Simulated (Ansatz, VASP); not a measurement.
Al9H in VASP and in Ansatz

The input INCAR:

```
SYSTEM = Al9H
PREC     = Accurate       ! precision mode
ENCUT    = 520            ! plane-wave cutoff, eV
EDIFF    = 1E-6           ! SCF threshold, eV
ISMEAR   = 0              ! smearing method
SIGMA    = 0.1            ! smearing width, eV
LREAL    = Auto         
LASPH    = .TRUE.         ! aspherical terms in the spheres
NELM     = 80             ! most SCF steps
ALGO     = Normal         ! electronic algorithm
ISIF     = 2              ! what is computed and relaxed
LWAVE    = .FALSE.        ! write WAVECAR
LCHARG   = .FALSE.        ! write CHGCAR
LDIPOL   = .TRUE.       
IDIPOL   = 3            
DIPOL    = 0.5 0.5 0.296
GGA      = PE             ! functional
NBANDS   = 44             ! bands
```

The input KPOINTS:

```
regular mesh
0
G
  5 3 1
  0 0 0
```

File POSCAR:

```
Al9H
1.0
    5.7070863106      0.0000000000      0.0000000000
   -1.4267715776      9.7014842380      0.0000000000
    0.0000000000      0.0000000000     22.7903703519
Al H
18 2
Direct
    0.2662216041      0.0648864163      0.1755127248
    0.7662216041      0.0648864163      0.1755127248
    0.3354806058      0.3419224231      0.2192029854
    0.8354806058      0.3419224231      0.2192029854
    0.1493324061      0.5973296244      0.2279410375
    0.6493324061      0.5973296244      0.2279410375
    0.4631842064      0.8527368258      0.2366790896
    0.9631842065      0.8527368258      0.2366790896
    0.0319772093      0.1277109169      0.2808262502
    0.5319772093      0.1277109169      0.2808262502
    0.0997917601      0.4042231294      0.3301071124
    0.5997917601      0.4042231294      0.3301071124
    0.4144000537      0.6596656514      0.3369822081
    0.9144000537      0.6596656514      0.3369822081
    0.2263076916      0.9110819252      0.3449259130
    0.7263076916      0.9110819252      0.3449259130
    0.2962427243      0.1814072004      0.3857054631
    0.7962427243      0.1814072004      0.3857054631
    0.6062643800      0.3644128847      0.4194916627
    0.6062643800      0.4848513326      0.4194916627
```

Input for Ansatz:

```yaml
crystal:
  lattice:
    - [5.7070863106, 0.0, 0.0]
    - [-1.4267715776, 9.701484238, 0.0]
    - [0.0, 0.0, 22.7903703519]
  atoms:
    - { symbol: Al, position: [0.2662216041, 0.0648864163, 0.1755127248] }
    - { symbol: Al, position: [0.7662216041, 0.0648864163, 0.1755127248] }
    - { symbol: Al, position: [0.3354806058, 0.3419224231, 0.2192029854] }
    - { symbol: Al, position: [0.8354806058, 0.3419224231, 0.2192029854] }
    - { symbol: Al, position: [0.1493324061, 0.5973296244, 0.2279410375] }
    - { symbol: Al, position: [0.6493324061, 0.5973296244, 0.2279410375] }
    - { symbol: Al, position: [0.4631842064, 0.8527368258, 0.2366790896] }
    - { symbol: Al, position: [0.9631842065, 0.8527368258, 0.2366790896] }
    - { symbol: Al, position: [0.0319772093, 0.1277109169, 0.2808262502] }
    - { symbol: Al, position: [0.5319772093, 0.1277109169, 0.2808262502] }
    - { symbol: Al, position: [0.0997917601, 0.4042231294, 0.3301071124] }
    - { symbol: Al, position: [0.5997917601, 0.4042231294, 0.3301071124] }
    - { symbol: Al, position: [0.4144000537, 0.6596656514, 0.3369822081] }
    - { symbol: Al, position: [0.9144000537, 0.6596656514, 0.3369822081] }
    - { symbol: Al, position: [0.2263076916, 0.9110819252, 0.344925913] }
    - { symbol: Al, position: [0.7263076916, 0.9110819252, 0.344925913] }
    - { symbol: Al, position: [0.2962427243, 0.1814072004, 0.3857054631] }
    - { symbol: Al, position: [0.7962427243, 0.1814072004, 0.3857054631] }
    - { symbol: H, position: [0.60626438, 0.3644128847, 0.4194916627] }
    - { symbol: H, position: [0.60626438, 0.4848513326, 0.4194916627] }
basis:
  ecutwfc: 420
kpoints:
  mp_grid: { grid: [5, 3, 1] }
hamiltonian:
  xc: pbe
  pseudopotentials: { kind: paw, azcp: { folder: soft_1 } }
scf:
  occupations: { method: gaussian, width: 0.1 }
output:
  forces: true
  eigenvalues: true
efield:
  axis: 3
  dipole_correction: true
  ramp_width: 0.04
```

Alike in both runs: task single point; functional PBE; k mesh 5 × 3 × 1; occupations gaussian, width 0.1 eV; no spin polarisation.

```csv
,VASP,Ansatz
version,VASP 6.6.1,Ansatz 0.2.0
potentials or method,"VASP PAW PBE potentials, release 64 (Al, H), cutoff 520 eV","scalar-relativistic, plane waves, PAW"
valence electrons in the cell,56,56
```

```csv
,VASP,Ansatz,Ansatz less VASP
gap on the k mesh at the Fermi level (eV),none,none,-
rms of the force components (eV/Å),0.397,0.397,-0.0005
```

Atom by atom the forces differ by 0.001 eV/Å (rms over components). A gap of «none» marks a metal or a gap that the smearing closes. With one functional, cell and mesh, what is left measures potentials, basis and numerics.
